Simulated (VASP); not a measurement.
A run of VASP 6.6.1 is set up as follows.

INCAR

```
ALGO = Normal
EDIFF = 1E-6
ENCUT = 600
GGA = PE
GGA_COMPAT = F
ISIF = 2
ISMEAR = 0
LASPH = T
LCHARG = F
LREAL = F
LWAVE = F
NBANDS = 29
NELM = 120
PREC = Accurate
SIGMA = 0.01
```

The input KPOINTS:

```
k-points
0
Gamma
  6 4 6
```

Contents of POSCAR:

```
FeS2
1.0
    4.4389627545      0.0000000000      0.0000000000
    0.0000000000      5.4095540512      0.0000000000
    0.0000000000      0.0000000000      3.3895163770
Fe S
2 4
Direct
    0.5000000000      0.5000000000      0.5000000000
    0.0000000000      0.0000000000      0.0000000000
    0.2937551967      0.8751795101      0.5000000000
    0.7062448033      0.1248204899      0.5000000000
    0.2062448033      0.3751795101      0.0000000000
    0.7937551967      0.6248204899      0.0000000000
```

Potentials or basis: VASP PAW PBE potentials, release 64 (Fe, S).

Launch:

```bash
$ cat potpaw_PBE.64/Fe/POTCAR potpaw_PBE.64/S/POTCAR > POTCAR
$ mpirun -np 1 vasp_std > vasp.out
```

Predict the largest force.

0.064 eV/Å.

What does it give for the band gap on the k mesh?

0.89 eV (least direct gap 1.20 eV).

Stress tensor (GPa, compression positive):
```
-0.02  0.00  0.00
 0.00  0.14  0.00
 0.00  0.00  0.25
```

A k mesh can miss the band edges. Spin polarisation is off, so any magnetic state and its effect on volume and gap are missing.
